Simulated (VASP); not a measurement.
# AlN in VASP: settings compared

The runs below take AlN through single point, with r2SCAN, HSE06.

All numbers are computed with VASP 6.6.1; they aren't measurements. Logs are shortened: lines on timing, memory, paths and dates and some standing lists are left out, and cuts for length are marked.

## Step 1: The cell of the first run

It takes space group R3m (No. 160, trigonal). The conventional cell has a = 3.090 Å, b = 3.090 Å, c = 7.682 Å, α = 90.00°, β = 90.00°, γ = 120.00°. Al (site symmetry 3m) has 4 N at 1.90 to 1.91 Å within 2.5 Å. Within 2.5 Å of N (site symmetry 3m) lie 4 Al at 1.90 to 1.91 Å.

## Step 2: Single point, r2SCAN (strain along [111] +1.5%)

Contents of POSCAR:

```
AlN
1.0
    0.0218487642      2.2067251850      2.2067251850
    2.2067251850      0.0218487642      2.2067251850
    2.2067251850      2.2067251850      0.0218487642
Al N
1 1
Direct
    0.0005962931      0.0005962931      0.0005962931
    0.2494037069      0.2494037069      0.2494037069
```

Contents of INCAR.step1:

```
SYSTEM = AlN
  PREC = Accurate
  ENCUT = 520
  ISMEAR = 0
  SIGMA = 0.01
  LREAL = .False.
  LASPH = .True.
  NELM = 60
  NBANDS = 11
  GGA = PE
  ALGO = Normal
  EDIFF = 1E-4
  LWAVE = .True.
  LCHARG = .False.
```

Contents of INCAR.step2:

```
SYSTEM = AlN
  PREC = Accurate
  ENCUT = 520
  EDIFF = 1E-6
  ISMEAR = 0
  SIGMA = 0.01
  LREAL = .False.
  LASPH = .True.
  NELM = 60
  ALGO = Normal
  ISIF = 2
  LWAVE = .False.
  LCHARG = .True.
  METAGGA = R2SCAN
  LMIXTAU = .True.
  LELF = .True.
  LVHAR = .True.
  NBANDS = 11
  ISTART = 1
```

Contents of KPOINTS:

```
Automatic mesh
0
Gamma
  10 10 10
  0 0 0
```

Potentials or basis: VASP PAW PBE potentials, release 64 (Al, N).

Launch:

```bash
> cat potpaw_PBE.64/Al/POTCAR potpaw_PBE.64/N/POTCAR > POTCAR
> cp INCAR.step1 INCAR
> mpirun -np 1 vasp_std > vasp.out
> cp INCAR.step2 INCAR
> mpirun -np 1 vasp_std > vasp.out
```

OUTCAR:

```text
SYSTEM = AlN
   PREC = Accurate
   ENCUT = 520
   EDIFF = 1E-6
   ISMEAR = 0
   LREAL = .False.
   LASPH = .True.
   NELM = 60
   ISIF = 2
   METAGGA = R2SCAN
   ISTART = 1

 ion  position               nearest neighbor table
   1  0.001  0.001  0.001-   2 1.90   2 1.90   2 1.90   2 1.91
   2  0.249  0.249  0.249-   1 1.90   1 1.90   1 1.90   1 1.91

  LATTYP: Found a trigonal (rhomboedric) cell.
 ALAT       =     3.1208571663
 COS(alpha) =     0.5098759986

  Lattice vectors:

 A1 = (   0.0218487642,   2.2067251850,   2.2067251850)
 A2 = (   2.2067251850,   0.0218487642,   2.2067251850)
 A3 = (   2.2067251850,   2.2067251850,   0.0218487642)

Analysis of symmetry for initial positions (statically):
=====================================================================
 Subroutine PRICEL returns:
 Original cell was already a primitive cell.

 Routine SETGRP: Setting up the symmetry group for a
 trigonal (rhombohedral) supercell.

 Subroutine GETGRP returns: Found  6 space group operations
 (whereof  6 operations were pure point group operations)
 out of a pool of 12 trial point group operations.

The static configuration has the point symmetry C_3v.

Analysis of symmetry for dynamics (positions and initial velocities):
=====================================================================
 Subroutine PRICEL returns:
 Original cell was already a primitive cell.

 Routine SETGRP: Setting up the symmetry group for a
 trigonal (rhombohedral) supercell.

 Subroutine GETGRP returns: Found  6 space group operations
 (whereof  6 operations were pure point group operations)
 out of a pool of 12 trial point group operations.

The dynamic configuration has the point symmetry C_3v.

 Subroutine INISYM returns: Found  6 space group operations
 (whereof  6 operations are pure point group operations),
 and found     1 'primitive' translations

----------------------------------------------------------------------------------------

                                     Primitive cell

  volume of cell :      21.1727

  direct lattice vectors                    reciprocal lattice vectors
     0.021848764  2.206725185  2.206725185    -0.229973215  0.227718575  0.227718575
     2.206725185  0.021848764  2.206725185     0.227718575 -0.229973215  0.227718575
     2.206725185  2.206725185  0.021848764     0.227718575  0.227718575 -0.229973215

  length of vectors
     3.120857166  3.120857166  3.120857166     0.395726141  0.395726141  0.395726141

  position of ions in fractional coordinates (direct lattice)
     0.000596293  0.000596293  0.000596293
     0.249403707  0.249403707  0.249403707

  ion indices of the primitive-cell ions
   primitive index   ion index
                 1           1
                 2           2

----------------------------------------------------------------------------------------

 KPOINTS: Automatic mesh

Automatic generation of k-mesh.
 Grid dimensions read from file:
 generate k-points for:   10   10   10

 Generating k-lattice:

  Cartesian coordinates                     Fractional coordinates (reciprocal lattice)
    -0.022997321  0.022771858  0.022771858     0.100000000  0.000000000 -0.000000000
     0.022771858 -0.022997321  0.022771858     0.000000000  0.100000000 -0.000000000
     0.022771858  0.022771858 -0.022997321     0.000000000  0.000000000  0.100000000

  Length of vectors
     0.039572614  0.039572614  0.039572614

  Shift w.r.t. Gamma in fractional coordinates (k-lattice)
     0.000000000  0.000000000  0.000000000

 Subroutine IBZKPT returns following result:
 ===========================================

 Found    116 irreducible k-points:

 Following reciprocal coordinates:
            Coordinates               Weight
  0.000000  0.000000  0.000000      1.000000
  0.100000 -0.000000 -0.000000      6.000000
  0.200000 -0.000000 -0.000000      6.000000
  0.300000 -0.000000 -0.000000      6.000000
  0.400000  0.000000  0.000000      6.000000
  0.500000  0.000000  0.000000      3.000000
[... 16 lines left out ...]
  0.300000  0.300000 -0.000000      6.000000
  0.400000  0.300000  0.000000     12.000000
 [... further k-points ...]
   k-points           NKPTS =    116   k-points in BZ     NKDIM =    116   number of bands    NBANDS=     11
   number of dos      NEDOS =    301   number of ions     NIONS =      2
   total plane-waves  NPLWV =  13824
   dimension x,y,z NGX =    24 NGY =   24 NGZ =   24
   dimension x,y,z NGXF=    48 NGYF=   48 NGZF=   48
   ions per type =               1   1
   NGX,Y,Z   is equivalent  to a cutoff of  12.78, 12.78, 12.78 a.u.
   NGXF,Y,Z  is equivalent  to a cutoff of  25.57, 25.57, 25.57 a.u.
 SYSTEM =  AlN
   PREC   = accura    normal or accurate (medium, high low for compatibility)
   ISTART =      1    job   : 0-new  1-cont  2-samecut
   ICHARG =      0    charge: 1-file 2-atom 10-const
   ISPIN  =      1    spin polarized calculation?
   LNONCOLLINEAR =      F non collinear calculations
   LSORBIT =      F    spin-orbit coupling
   LASPH  =      T    aspherical Exc in radial PAW
   ENCUT  =  520.0 eV  38.22 Ry    6.18 a.u.   5.80  5.80  5.80*2*pi/ulx,y,z
   NELM   =     60;   NELMIN=  2; NELMDL=  0     # of ELM steps
   EDIFF  = 0.1E-05   stopping-criterion for ELM
   LREAL  =      F    real-space projection
   EDIFFG = 0.1E-04   stopping-criterion for IOM
   NSW    =      0    number of steps for IOM
   IBRION =     -1    ionic relax: 0-MD 1-quasi-New 2-CG
   NFREE  =      0    steps in history (QN), initial steepest desc. (CG)
   ISIF   =      2    stress and relaxation
   ISYM   =      2    0-nonsym 1-usesym 2-fastsym
   POTIM  = 0.5000    time-step for ionic-motion
   TEBEG  =    0.0;   TEEND  =   0.0 temperature during run
   PSTRESS=    0.0 pullay stress
   NELECT =       8.0000    total number of electrons
   NUPDOWN=      -1.0000    fix difference up-down
   EMIN   =  10.00;   EMAX   =-10.00  energy-range for DOS
   EFERMI =   0.00;   METHOD = LEGACY
   ISMEAR =     0;   SIGMA  =   0.01  broadening in eV -4-tet -1-fermi 0-gaus
   EFERMI_NEDOS =   21; number of points for ismear=-14 and -15
   IALGO  =     38    algorithm
   IMIX   =      4    mixing-type and parameters
     AMIX     =   0.40;   BMIX     =  1.00
     AMIX_MAG =   1.60;   BMIX_MAG =  1.00
  volume/ion in A,a.u.               =      10.59        71.44
  Fermi-wavevector in a.u.,A,eV,Ry     =   1.183530  2.236547 19.058269  1.400743
  Thomas-Fermi vector in A             =   2.319763
   LORBIT       =      0    0 simple, 1 ext, 2 COOP (PROOUT), +10 PAW based schemes
   METAGGA = R2SCAN    functional components
   LHFCALC =     F    Hartree Fock is set to
   AEXX    =    0.0000 exact exchange contribution
   IVDW    =     0    specifies the selected vdW correction
   LEPSILON=     F    determine dielectric tensor
   LRPA    =     F    only Hartree local field effects (RPA)
 non-spin polarized calculation
 Gauss-broadening in eV      SIGMA  =   0.01
  energy-cutoff  :      520.00
  volume of cell :       21.17
 maximum number of plane-waves:       588
   NGX = 11   NGY = 11   NGZ = 11

 number of electron       8.0000000 magnetization

 Free energy of the ion-electron system (eV)
  ---------------------------------------------------
  ext. energy  EPLUGINS =         0.00000000
  ---------------------------------------------------
  free energy    TOTEN  =       -19.17245772 eV

  energy without entropy =      -19.17245772  energy(sigma->0) =      -19.17245772

 E-fermi :   5.6293     XC(G=0): -11.3458

 val. band max:        5.5869845327   @ k =   0.0000   0.0000   0.0000
 cond. band min:       9.4631335980   @ k =   0.5000   0.5000   0.0000
 fundamental gap:      3.8761490652
 Fermi energy:         5.6292899389

 k-point     1 :       0.0000    0.0000    0.0000
  band No.  band energies     occupation
      1     -10.1045      2.00000
      2       5.4614      2.00000
      3       5.5870      2.00000
      4       5.5870      2.00000
      5      10.2801      0.00000
      6      18.6441      0.00000
      7      19.0353      0.00000
      8      19.0353      0.00000
      9      23.9439      0.00000
     10      23.9439      0.00000
     11      25.5457      0.00000

 k-point     2 :       0.1000   -0.0000   -0.0000
  band No.  band energies     occupation
      1      -9.9595      2.00000
      2       4.7720      2.00000
      3       5.4262      2.00000
      4       5.5316      2.00000
      5      10.9377      0.00000
      6      18.5681      0.00000
      7      18.8712      0.00000
      8      19.1649      0.00000
      9      22.6622      0.00000
     10      22.7630      0.00000
     11      24.8277      0.00000

 k-point     3 :       0.2000   -0.0000   -0.0000
  band No.  band energies     occupation
      1      -9.5484      2.00000
      2       3.1635      2.00000
      3       5.2985      2.00000
      4       5.3933      2.00000
      5      12.0922      0.00000
      6      17.7867      0.00000
      7      18.7963      0.00000
      8      19.0222      0.00000
      9      22.0788      0.00000
     10      22.3382      0.00000
     11      23.9329      0.00000

 k-point     4 :       0.3000   -0.0000   -0.0000
  band No.  band energies     occupation
      1      -8.9576      2.00000
      2       1.5104      2.00000
      3       5.1538      2.00000
      4       5.2343      2.00000
      5      12.9739      0.00000
      6      17.0102      0.00000
      7      18.1081      0.00000
      8      18.2799      0.00000
      9      23.1775      0.00000
     10      23.5470      0.00000
     11      23.7741      0.00000
[... 239 lines left out ...]
 k-point    22 :      -0.2000    0.2000    0.0000
  band No.  band energies     occupation
      1      -8.7593      2.00000
      2       1.7972      2.00000
      3       3.8766      2.00000
      4       5.2537      2.00000
      5      13.7414      0.00000
      6      16.1739      0.00000
      7      17.7954      0.00000
      8      18.6866      0.00000
      9      21.2386      0.00000
     10      25.0695      0.00000
     11      27.9164      0.00000

 k-point    23 :       0.3000    0.3000   -0.0000
  band No.  band energies     occupation
      1      -8.6009      2.00000
      2       2.0182      2.00000
      3       4.2336      2.00000
      4       4.3603      2.00000
      5      11.4910      0.00000
      6      16.0235      0.00000
      7      18.2172      0.00000
      8      20.9164      0.00000
      9      21.0310      0.00000
     10      26.7601      0.00000
     11      30.3302      0.00000

 k-point    24 :       0.4000    0.3000    0.0000
  band No.  band energies     occupation
      1      -8.1583      2.00000
      2       1.3945      2.00000
      3       3.8943      2.00000
      4       4.0668      2.00000
      5      11.0660      0.00000
      6      15.8654      0.00000
      7      18.6433      0.00000
      8      20.9980      0.00000
      9      21.6446      0.00000
     10      27.7879      0.00000
     11      30.1282      0.00000

 [... further k-points ...]
[... 5 lines left out ...]
  --------------------------------------------------------------------------------------
  -------------------------------------------------------------------------------------
  Total       -0.4531421     -0.4531421     -0.4531421     -0.2582841     -0.2582841     -0.2582841
  in kB      -34.2900656    -34.2900656    -34.2900656    -19.5448161    -19.5448161    -19.5448161
  external PRESSURE =     -34.2900656 kB  Pullay stress =       0.0000000 kB

 VOLUME and BASIS-vectors are now :
 -----------------------------------------------------------------------------
  energy-cutoff  :      520.00
  volume of cell :       21.17
      direct lattice vectors                 reciprocal lattice vectors
     0.021848764  2.206725185  2.206725185    -0.229973215  0.227718575  0.227718575
     2.206725185  0.021848764  2.206725185     0.227718575 -0.229973215  0.227718575
     2.206725185  2.206725185  0.021848764     0.227718575  0.227718575 -0.229973215

 POSITION                                       TOTAL-FORCE (eV/Angst)
 -----------------------------------------------------------------------------------
      0.00264      0.00264      0.00264         0.000065      0.000065      0.000065
      1.10618      1.10618      1.10618        -0.000065     -0.000065     -0.000065
 -----------------------------------------------------------------------------------
    total drift:                               -0.000221     -0.000221     -0.000220

  FREE ENERGIE OF THE ION-ELECTRON SYSTEM (eV)
  ---------------------------------------------------
  free  energy   TOTEN  =       -19.1724577223 eV

  energy  without entropy=      -19.1724577223  energy(sigma->0) =      -19.17245772
```

Run time: 63 s. Hardware: 1 thread of Intel Xeon 6975P-C, shared host; peak memory 0.15 GiB.

What came out:

| Quantity | Value |
| --- | --- |
| Free energy | -19.1725 eV |
| Pressure | -3.4 GPa |
| Band gap on the k mesh | 3.88 eV, indirect (least direct gap 4.69 eV) |

Caveat: the cell differs from its parent crystal (strain along [111] +1.5%); the PAW data sets were made with another functional, which shifts forces and pressure a little.

## Step 3: Single point, HSE06 (strain -0.5%)

Contents of POSCAR:

```
AlN
1.0
    0.0000000000      2.1730780881      2.1730780881
    2.1730780881      0.0000000000      2.1730780881
    2.1730780881      2.1730780881      0.0000000000
Al N
1 1
Direct
    0.0000000000      0.0000000000      0.0000000000
    0.2500000000      0.2500000000      0.2500000000
```

Contents of INCAR.step1:

```
SYSTEM = AlN
PREC = Accurate
ENCUT = 520
EDIFF = 1E-5
ISMEAR = 0
SIGMA = 0.01
LREAL = .False.
LASPH = .True.
NELM = 80
ALGO = Normal
ISIF = 2
LWAVE = .True.
LCHARG = .False.
NBANDS = 11
GGA = PE
```

Contents of INCAR.step2:

```
SYSTEM = AlN
PREC = Accurate
ENCUT = 520
EDIFF = 1E-6
ISMEAR = 0
SIGMA = 0.01
LREAL = .False.
LASPH = .True.
NELM = 80
ALGO = Normal
ISIF = 2
LWAVE = .False.
LCHARG = .False.
GGA = PE
LHFCALC = .True.
HFSCREEN = 0.2079
PRECFOCK = Normal
NBANDS = 11
ISTART = 1
```

Contents of KPOINTS:

```
Automatic mesh
0
Gamma
  8 8 8
  0 0 0
```

Potentials or basis: VASP PAW PBE potentials, release 64 (Al, N).

Launch:

```bash
> cat potpaw_PBE.64/Al/POTCAR potpaw_PBE.64/N/POTCAR > POTCAR
> cp INCAR.step1 INCAR
> mpirun -np 1 vasp_std > vasp.out
> cp INCAR.step2 INCAR
> mpirun -np 1 vasp_std > vasp.out
```

Run time: 10 min. Hardware: 1 thread of Intel Xeon 6975P-C (Granite Rapids), shared host; peak memory 0.25 GiB.

The run converged. Its results:

| Quantity | Value |
| --- | --- |
| Free energy | -17.3940 eV |
| Pressure | 2.7 GPa |
| Band gap on the k mesh | 4.57 eV, indirect (least direct gap 5.70 eV) |

Levels at points of the mesh, in eV from the valence-band top:
| k point | band 1 | band 2 | band 3 | band 4 | band 5 | band 6 | band 7 | band 8 |
| --- | --- | --- | --- | --- | --- | --- | --- | --- |
| (0.00, 0.00, 0.00) | -16.57 | 0.00 | 0.00 | 0.00 | 5.70 | 14.40 | 14.40 | 14.40 |
| (0.50, 0.00, 0.00) | -14.34 | -6.42 | -0.54 | -0.54 | 9.02 | 11.75 | 12.86 | 12.86 |
| (0.50, 0.50, 0.00) | -13.64 | -5.38 | -1.97 | -1.97 | 4.57 | 10.18 | 16.32 | 18.02 |

Caveat: the cell differs from its parent crystal (strain -0.5%); the PAW data sets were made with another functional, which shifts forces and pressure a little. A k mesh can miss the band edges.
